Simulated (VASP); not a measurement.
# TaN (P-6m2) in VASP: settings compared, part 2 of 2

VASP 6.6.1.

**3. Single point, LDA**

File INCAR:

```
SYSTEM = TaN
ALGO = Normal ; EDIFF = 1E-6
ENCUT = 520 ; GGA = CA
ISIF = 2 ; ISMEAR = -1
LASPH = .True. ; LCHARG = .True.
LELF = .True. ; LREAL = .False.
LVHAR = .True. ; LWAVE = .False.
NBANDS = 15 ; NELM = 80
PREC = Accurate ; SIGMA = 0.1
```

File KPOINTS:

```
k-points
0
Gamma
  9 9 8
  0 0 0
```

File POSCAR:

```
TaN
1.0
    2.9399420000      0.0000000000      0.0000000000
   -1.4699710000      2.5460650000      0.0000000000
    0.0000000000      0.0000000000      2.8901750000
Ta N
1 1
Direct
    0.0000000000      0.0000000000      0.5000000000
    0.6666670000      0.3333330000      0.0000000000
```

Potentials or basis: VASP PAW LDA potentials, release 64 (Ta_pv, N).

Started as:

```console
$ cat potpaw_LDA.64/Ta_pv/POTCAR potpaw_LDA.64/N/POTCAR > POTCAR
$ mpirun -np 1 vasp_std > vasp.out
```

OUTCAR:

```text
SYSTEM = TaN
   EDIFF = 1E-6
   ENCUT = 520
   GGA = CA
   ISIF = 2
   ISMEAR = -1
   LASPH = .True.
   LREAL = .False.
   NELM = 80
   PREC = Accurate

 ion  position               nearest neighbor table
   1  0.000  0.000  0.500-   2 2.23   2 2.23   2 2.23   2 2.23   2 2.23   2 2.23
   2  0.667  0.333  0.000-   1 2.23   1 2.23   1 2.23   1 2.23   1 2.23   1 2.23

  LATTYP: Found a hexagonal cell.
 ALAT       =     2.9399420000
 C/A-ratio  =     0.9830721150

  Lattice vectors:

 A1 = (   2.9399420000,   0.0000000000,   0.0000000000)
 A2 = (  -1.4699710000,   2.5460650000,   0.0000000000)
 A3 = (   0.0000000000,   0.0000000000,   2.8901750000)

Analysis of symmetry for initial positions (statically):
[... 9 lines left out ...]
 out of a pool of 24 trial point group operations.

The static configuration has the point symmetry D_3h.

Analysis of symmetry for dynamics (positions and initial velocities):
[... 9 lines left out ...]
 out of a pool of 24 trial point group operations.

The dynamic configuration has the point symmetry D_3h.

 Subroutine INISYM returns: Found 12 space group operations
[... 5 lines left out ...]
                                     Primitive cell

  volume of cell :      21.6338

  direct lattice vectors                    reciprocal lattice vectors
     2.939942000  0.000000000  0.000000000     0.340142765  0.196381475  0.000000000
    -1.469971000  2.546065000  0.000000000     0.000000000  0.392762950  0.000000000
     0.000000000  0.000000000  2.890175000     0.000000000  0.000000000  0.345999810

  length of vectors
     2.939942000  2.939942470  2.890175000     0.392763013  0.392762950  0.345999810

  position of ions in fractional coordinates (direct lattice)
     0.000000000  0.000000000  0.500000000
     0.666667000  0.333333000  0.000000000

  ion indices of the primitive-cell ions
   primitive index   ion index
                 1           1
                 2           2

----------------------------------------------------------------------------------------

 KPOINTS: k-points

Automatic generation of k-mesh.
 Grid dimensions read from file:
 generate k-points for:    9    9    8

 Generating k-lattice:

  Cartesian coordinates                     Fractional coordinates (reciprocal lattice)
     0.037793641  0.021820164  0.000000000     0.111111111  0.000000000  0.000000000
     0.000000000  0.043640328  0.000000000     0.000000000  0.111111111  0.000000000
     0.000000000  0.000000000  0.043249976     0.000000000  0.000000000  0.125000000

  Length of vectors
     0.043640335  0.043640328  0.043249976

  Shift w.r.t. Gamma in fractional coordinates (k-lattice)
     0.000000000  0.000000000  0.000000000

 Subroutine IBZKPT returns following result:
 ===========================================

 Found     60 irreducible k-points:

 Following reciprocal coordinates:
            Coordinates               Weight
  0.000000  0.000000  0.000000      1.000000
  0.111111 -0.000000  0.000000      6.000000
  0.222222  0.000000  0.000000      6.000000
  0.333333  0.000000  0.000000      6.000000
  0.444444  0.000000  0.000000      6.000000
  0.111111  0.111111  0.000000      6.000000
[... 16 lines left out ...]
  0.333333  0.222222  0.125000     24.000000
  0.333333  0.333333  0.125000      4.000000
 [... further k-points ...]
   k-points           NKPTS =     60   k-points in BZ     NKDIM =     60   number of bands    NBANDS=     15
   number of dos      NEDOS =    301   number of ions     NIONS =      2
   total plane-waves  NPLWV =  13824
   dimension x,y,z NGX =    24 NGY =   24 NGZ =   24
   dimension x,y,z NGXF=    48 NGYF=   48 NGZF=   48
   ions per type =               1   1
   NGX,Y,Z   is equivalent  to a cutoff of  13.57, 13.57, 13.81 a.u.
   NGXF,Y,Z  is equivalent  to a cutoff of  27.14, 27.14, 27.61 a.u.
 SYSTEM =  TaN
   PREC   = accura    normal or accurate (medium, high low for compatibility)
   ISTART =      0    job   : 0-new  1-cont  2-samecut
   ICHARG =      2    charge: 1-file 2-atom 10-const
   ISPIN  =      1    spin polarized calculation?
   LNONCOLLINEAR =      F non collinear calculations
   LSORBIT =      F    spin-orbit coupling
   LASPH  =      T    aspherical Exc in radial PAW
   ENCUT  =  520.0 eV  38.22 Ry    6.18 a.u.   5.47  5.47  5.37*2*pi/ulx,y,z
   NELM   =     80;   NELMIN=  2; NELMDL= -5     # of ELM steps
   EDIFF  = 0.1E-05   stopping-criterion for ELM
   LREAL  =      F    real-space projection
   EDIFFG = 0.1E-04   stopping-criterion for IOM
   NSW    =      0    number of steps for IOM
   IBRION =     -1    ionic relax: 0-MD 1-quasi-New 2-CG
[... 8 lines left out ...]
   EMIN   =  10.00;   EMAX   =-10.00  energy-range for DOS
   EFERMI =   0.00;   METHOD = LEGACY
   ISMEAR =    -1;   SIGMA  =   0.10  broadening in eV -4-tet -1-fermi 0-gaus
   EFERMI_NEDOS =   21; number of points for ismear=-14 and -15
   IALGO  =     38    algorithm
   IMIX   =      4    mixing-type and parameters
     AMIX     =   0.40;   BMIX     =  1.00
     AMIX_MAG =   1.60;   BMIX_MAG =  1.00
  volume/ion in A,a.u.               =      10.82        73.00
  Fermi-wavevector in a.u.,A,eV,Ry     =   1.480485  2.797711 29.821739  2.191836
  Thomas-Fermi vector in A             =   2.594513
   LORBIT       =      0    0 simple, 1 ext, 2 COOP (PROOUT), +10 PAW based schemes
   GGA     = CA    functional components
   LHFCALC =     F    Hartree Fock is set to
   AEXX    =    0.0000 exact exchange contribution
   IVDW    =     0    specifies the selected vdW correction
   LEPSILON=     F    determine dielectric tensor
   LRPA    =     F    only Hartree local field effects (RPA)
 non-spin polarized calculation
  energy-cutoff  :      520.00
  volume of cell :       21.63
 maximum number of plane-waves:       611
 NGX is ok and might be reduce to    24
   NGX = 11   NGY = 11   NGZ = 11

 number of electron      16.0000002 magnetization

 Free energy of the ion-electron system (eV)
  ---------------------------------------------------
  ext. energy  EPLUGINS =         0.00000000
  ---------------------------------------------------
  free energy    TOTEN  =       -24.69684636 eV

  energy without entropy =      -24.69364079  energy(sigma->0) =      -24.69524358

 E-fermi :   8.1165     XC(G=0): -13.5624

 val. band max:        8.0964362937   @ k =   0.0000   0.0000   0.3750
 cond. band min:       8.2161235015   @ k =   0.3333   0.3333   0.0000
 fundamental gap:      0.1196872078
 Fermi energy:         8.1164993632

 k-point     1 :       0.0000    0.0000    0.0000
  band No.  band energies     occupation
      1     -26.5803      2.00000
      2     -26.3099      2.00000
      3     -26.3099      2.00000
      4      -9.4386      2.00000
      5       3.5539      2.00000
      6       3.5539      2.00000
      7       3.8823      2.00000
      8       5.1871      2.00000
      9      10.4188      0.00000
     10      11.6187      0.00000
     11      11.6187      0.00000
     12      11.9715      0.00000
     13      11.9715      0.00000
     14      20.4354      0.00000
     15      21.2190      0.00000

 k-point     2 :       0.1111   -0.0000    0.0000
  band No.  band energies     occupation
      1     -26.5635      2.00000
      2     -26.4416      2.00000
      3     -26.3381      2.00000
      4      -9.1835      2.00000
      5       2.8583      2.00000
      6       3.7453      2.00000
      7       4.2248      2.00000
      8       4.8292      2.00000
      9      11.0409      0.00000
     10      11.3575      0.00000
     11      11.6633      0.00000
     12      11.8438      0.00000
     13      12.2962      0.00000
     14      20.4375      0.00000
     15      21.1605      0.00000
[... 365 lines left out ...]
      3     -26.5469      2.00000
      4      -6.9398      2.00000
      5       0.6325      2.00000
      6       2.3663      2.00000
      7       3.0205      2.00000
      8       6.9791      1.99998
      9       9.7935      0.00000
     10      10.9090      0.00000
     11      12.0666      0.00000
     12      14.6419      0.00000
     13      18.9139      0.00000
     14      20.3093      0.00000
     15      20.5212      0.00000

 k-point    24 :       0.3333    0.3333    0.1250
  band No.  band energies     occupation
      1     -27.0677      2.00000
      2     -26.9706      2.00000
      3     -26.5373      2.00000
      4      -6.8027      2.00000
      5       1.0538      2.00000
      6       1.9569      2.00000
      7       2.6209      2.00000
      8       7.6604      1.97932
      9       9.9782      0.00000
     10      10.4436      0.00000
     11      11.1520      0.00000
     12      15.1169      0.00000
     13      19.6689      0.00000
     14      20.4835      0.00000
     15      21.8333      0.00000

 [... further k-points ...]

------------------------ aborting loop because EDIFF is reached ----------------------------------------

  FORCE on cell =-STRESS in cart. coord.  units (eV):
  Direction    XX          YY          ZZ          XY          YZ          ZX
  --------------------------------------------------------------------------------------
  -------------------------------------------------------------------------------------
  Total       -1.3955299     -1.3955305     -1.7171679      0.0000000     -0.0000000      0.0000000
  in kB     -103.3516334   -103.3516774   -127.1718368      0.0000000     -0.0000000      0.0000000
  external PRESSURE =    -111.2917159 kB  Pullay stress =       0.0000000 kB

 VOLUME and BASIS-vectors are now :
 -----------------------------------------------------------------------------
  energy-cutoff  :      520.00
  volume of cell :       21.63
      direct lattice vectors                 reciprocal lattice vectors
     2.939942000  0.000000000  0.000000000     0.340142765  0.196381475  0.000000000
    -1.469971000  2.546065000  0.000000000     0.000000000  0.392762950  0.000000000
     0.000000000  0.000000000  2.890175000     0.000000000  0.000000000  0.345999810

 POSITION                                       TOTAL-FORCE (eV/Angst)
 -----------------------------------------------------------------------------------
      0.00000      0.00000      1.44509         0.000000      0.000000      0.000000
      1.46997      0.84869      0.00000         0.000000      0.000000      0.000000
 -----------------------------------------------------------------------------------
    total drift:                               -0.000919      0.000538      0.000000

  FREE ENERGIE OF THE ION-ELECTRON SYSTEM (eV)
  ---------------------------------------------------
  free  energy   TOTEN  =       -24.6968463581 eV

  energy  without entropy=      -24.6936407929  energy(sigma->0) =      -24.69524358
```

Run time: 8.5 s. Hardware: 1 thread of Intel Xeon Platinum 8488C (Sapphire Rapids), shared host; peak memory 0.14 GiB.

What came out:

* Free energy: -24.6968 eV
* Pressure: -11.1 GPa
* Band gap on the k mesh: zero (band 8 reaches 8.22 eV, above the bottom of band 9 at 7.95 eV)

Levels at points of the mesh, in eV from the Fermi level:
```csv
k point,band 6,band 7,band 8,band 9,band 10,band 11
"(0.00, 0.00, 0.00)",-4.56,-4.23,-2.93,2.30,3.50,3.50
"(0.00, 0.00, 0.50)",-3.75,-3.75,-0.17,-0.17,2.35,3.23
```

Caveat: spin-orbit coupling is left out, which moves the levels of the heavy elements.

**4. Single point, PBE**

File INCAR:

```
SYSTEM = TaN
PREC = Accurate
ENCUT = 520
EDIFF = 1E-6
ISMEAR = -1
SIGMA = 0.1
LREAL = .FALSE.
LASPH = .TRUE.
NELM = 80
ALGO = Normal
ISIF = 2
LWAVE = .FALSE.
LCHARG = .FALSE.
GGA = PE
NBANDS = 15
```

File KPOINTS:

```
regular mesh
0
G
  9 9 8
  0 0 0
```

POSCAR is that of step 3.

Potentials or basis: VASP PAW PBE potentials, release 64 (Ta_pv, N).

Started as:

```console
$ cat potpaw_PBE.64/Ta_pv/POTCAR potpaw_PBE.64/N/POTCAR > POTCAR
$ mpirun -np 1 vasp_std > vasp.out
```

It took 9.1 s on 1 thread of Intel Xeon Platinum 8488C (Sapphire Rapids), shared host; peak memory 0.15 GiB.

It converged, with:

```
Free energy            : -22.4447 eV
Pressure               : 4.0 GPa
Band gap on the k mesh : zero (band 8 reaches 8.34 eV, above the bottom of band 9 at 8.13 eV)
```

Stress tensor (GPa, compression positive):
```
3.91 0.00 0.00
0.00 3.91 0.00
0.00 0.00 4.13
```

Levels at points of the mesh, in eV from the Fermi level:
```csv
k point,band 4,band 5,band 6,band 7,band 8,band 9,band 10,band 11,band 12,band 13
"(0.00, 0.00, 0.00)",-17.82,-4.60,-4.60,-4.26,-3.00,2.13,3.49,3.49,3.91,3.91
"(0.00, 0.00, 0.50)",-15.20,-9.40,-3.79,-3.79,-0.16,-0.16,2.30,3.27,3.27,8.11
```

Caveat: spin-orbit coupling is left out, which moves the levels of the heavy elements.

**5. Single point, r2SCAN**

POSCAR is that of step 4.

File INCAR.step1:

```
SYSTEM = TaN
PREC = Accurate
ENCUT = 520
ISMEAR = -1
SIGMA = 0.1
LREAL = .False.
LASPH = .True.
NELM = 100
NBANDS = 15
GGA = PE
ALGO = Normal
EDIFF = 1E-4
LWAVE = .True.
LCHARG = .False.
```

File INCAR.step2:

```
SYSTEM = TaN
PREC = Accurate
ENCUT = 520
EDIFF = 1E-7
ISMEAR = -1
SIGMA = 0.1
LREAL = .False.
LASPH = .True.
NELM = 100
ALGO = Normal
ISIF = 2
LWAVE = .False.
LCHARG = .True.
METAGGA = R2SCAN
LMIXTAU = .True.
LELF = .True.
LVHAR = .True.
NBANDS = 15
ISTART = 1
```

File KPOINTS:

```
Automatic mesh
0
Gamma
  9 9 8
  0 0 0
```

Started as:

```console
$ cat potpaw_PBE.64/Ta_pv/POTCAR potpaw_PBE.64/N/POTCAR > POTCAR
$ cp INCAR.step1 INCAR
$ mpirun -np 1 vasp_std > vasp.out
$ cp INCAR.step2 INCAR
$ mpirun -np 1 vasp_std > vasp.out
```

Wall time 35 s (1 thread of Intel Xeon Platinum 8488C (Sapphire Rapids), shared host); peak memory 0.15 GiB.

The run converged. Its results:

```
Free energy            : -60.3976 eV
Pressure               : 0.0 GPa
Band gap on the k mesh : zero (band 8 reaches 8.28 eV, above the bottom of band 9 at 8.09 eV)
```

Stress tensor (GPa, compression positive):
```
 0.02  0.00  0.00
 0.00  0.02  0.00
 0.00  0.00 -0.18
```

Levels at points of the mesh, in eV from the Fermi level:
```tsv
k point	band 4	band 5	band 6	band 7	band 8	band 9	band 10	band 11	band 12	band 13
(0.00, 0.00, 0.00)	-18.84	-4.86	-4.86	-4.45	-3.22	2.41	3.66	3.66	4.14	4.14
(0.00, 0.00, 0.50)	-16.23	-9.77	-4.01	-4.01	-0.15	-0.15	2.28	3.55	3.55	8.79
```

Caveat: the PAW data sets were made with another functional, which shifts forces and pressure a little; spin-orbit coupling is left out, which moves the levels of the heavy elements.

**6. Single point, PBE, non-collinear spin, zero start, spin-orbit coupling**

File INCAR:

```
PREC     = Accurate       # precision mode
ENCUT    = 520            # plane-wave cutoff, eV
EDIFF    = 1E-6           # SCF threshold, eV
ISMEAR   = -1             # smearing method
SIGMA    = 0.1            # smearing width, eV
LREAL    = False          # projectors in reciprocal space
LASPH    = True           # aspherical terms in the spheres
NELM     = 150            # most SCF steps
ALGO     = Normal         # electronic algorithm
ISIF     = 2              # what is computed and relaxed
LWAVE    = False          # write WAVECAR
LCHARG   = False          # write CHGCAR
MAGMOM   = 0 0 0 0 0 0    # initial moments
LORBIT   = 11             # projections on sites
LSORBIT  = True           # spin-orbit coupling
GGA_COMPAT= False        
LORBMOM  = True         
LMAXMIX  = 4              # l up to which the mixer works
GGA      = PE             # functional
NBANDS   = 28             # bands
```

File KPOINTS:

```
regular mesh
0
Gamma
  9 9 8
```

POSCAR is that of step 5.

Potentials or basis: VASP PAW PBE potentials, release 64 (Ta_pv, N).

Started as:

```console
$ cat potpaw_PBE.64/Ta_pv/POTCAR potpaw_PBE.64/N/POTCAR > POTCAR
$ mpirun -np 1 vasp_ncl > vasp.out
```

It took 52 s on 1 thread of Intel Xeon Platinum 8488C (Sapphire Rapids), shared host; peak memory 0.25 GiB.

The run converged. Its results:

```
Free energy                                           : -23.1123 eV
Pressure                                              : 4.4 GPa
Net moment                                            : 0.00 μB per cell
Valence electrons inside the program's atomic spheres : Ta 9.00; N 3.73
```

Moments on the atoms (μB; x, y, z):
```
Ta  0.00 0.00 0.00
N   0.00 0.00 0.00
```

**7. The runs side by side**

| level | potentials or basis | spin | gap on the mesh (eV) | pressure (GPa) |
| --- | --- | --- | --- | --- |
| PBE | VASP PAW PBE potentials, release 64 (Ta_pv, N) | off | none | 4.0 |
| LDA | VASP PAW LDA potentials, release 64 (Ta_pv, N) | off | none | -11.1 |
| r2SCAN | VASP PAW PBE potentials, release 64 (Ta_pv, N) | off | none | 0.0 |
| PBE | VASP PAW PBE potentials, release 64 (Ta_pv, N) | non-collinear, zero start, SOC | - | 4.4 |

Alike in all rows: task single point; cell as given; k mesh 9 × 9 × 8; cutoff (eV) 520; smearing fermi-dirac 0.1 eV.

Caveats: spin-orbit coupling is left out, which moves the levels of the heavy elements (some runs); the PAW data sets were made with another functional, which shifts forces and pressure a little (some runs).

Absolute energies hang on the potentials; compare differences alone.
